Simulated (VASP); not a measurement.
Wanted: the native input for a VASP 6.6.1 run.

```
Task                   : single point
Functional             : PBEsol
Potentials or basis    : VASP PAW PBE potentials, release 64 (Ta_pv, C)
Cutoff                 : 520 eV
k mesh                 : 18 × 18 × 8
Occupations            : gaussian, width 0.1 eV
Spin                   : no spin polarisation
Dipole correction      : no
Further INCAR settings : ALGO = Normal; EDIFF = 1e-06; NBANDS = 20
```

The structure of Ta2C lies in POSCAR:

```
Ta2C
1.0
    3.1260789423      0.0000000000      0.0000000000
   -1.5630394711      2.7072637782      0.0000000000
    0.0000000000      0.0000000000      4.9693946203
Ta C
2 1
Direct
    0.3333333333      0.6666666667      0.2511110347
    0.6666666667      0.3333333333      0.7488889653
    0.0000000000      0.0000000000      0.0000000000
```

The input as run:

INCAR

```
SYSTEM = Ta2C
PREC = Accurate
ENCUT = 520
EDIFF = 1E-6
ISMEAR = 0
SIGMA = 0.1
LREAL = .FALSE.
LASPH = .TRUE.
NELM = 60
ALGO = Normal
ISIF = 2
LWAVE = .FALSE.
LCHARG = .TRUE.
GGA = PS
LELF = .TRUE.
LVHAR = .TRUE.
NBANDS = 20
```

KPOINTS

```
regular mesh
0
G
  18 18 8
  0 0 0
```

Potentials or basis: VASP PAW PBE potentials, release 64 (Ta_pv, C).

Launch:

```sh
$ cat potpaw_PBE.64/Ta_pv/POTCAR potpaw_PBE.64/C/POTCAR > POTCAR
$ mpirun -np 1 vasp_std > vasp.out
```

Results of the run:

```
Pressure               : -7.1 GPa
Largest force          : 0.042 eV/Å
Band gap on the k mesh : zero (bands 13 and 14 overlap by 0.77 eV)
```

Caveat: the cell stands under tension; the PAW data sets were made with another functional, which shifts forces and pressure a little; spin-orbit coupling is left out, which moves the levels of the heavy elements.

It took 6.9 min on 1 thread of Intel Xeon 8259CL, on a shared host, peak memory 0.29 GiB.
